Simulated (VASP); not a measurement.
CuO, 4 atoms in the cell. The structure is monoclinic, space group Cc (No. 9). Conventional cell: a = 4.689 Å, b = 3.427 Å, c = 5.132 Å, α = 90.00°, β = 99.65°, γ = 90.00°. Within 2.5 Å of Cu (site symmetry 1) lie 4 O at 1.91 to 2.02 Å. Within 2.5 Å of O (site symmetry 1) lie 4 Cu at 1.91 to 2.02 Å. 

* Program: VASP 6.6.1
* Task: single point
* Functional: LDA
* Potentials or basis: VASP PAW LDA potentials, release 64 (Cu, O)
* Cutoff: 520 eV
* k mesh: 7 × 7 × 4
* Occupations: gaussian, width 0.05 eV
* Spin: collinear spin, ferromagnetic start
* Starting moments: [-0.07, -0.07, -0.04, -0.04] μB
* Hubbard terms: Cu d U = 3.0 eV, J = 0.9 eV
* Dipole correction: no
* LDAUTYPE: 1
* Hund's J: 0.9
* Further INCAR settings: ALGO = Normal; EDIFF = 1e-06; NBANDS = 29

Potentials or basis: VASP PAW LDA potentials, release 64 (Cu, O).

Run with:

```bash
$ cat potpaw_LDA.64/Cu/POTCAR potpaw_LDA.64/O/POTCAR > POTCAR
$ mpirun -np 1 vasp_std > vasp.out
```

Hardware: 1 thread of AMD EPYC 9R14 (Zen 4), with other jobs on the host.

Task: How long does it take, and how much memory?

Result: Run time: 86 s on 1 thread of AMD EPYC 9R14 (Zen 4) (shared host), peak memory 0.19 GiB. Counts: scf iterations 15, k points 60.
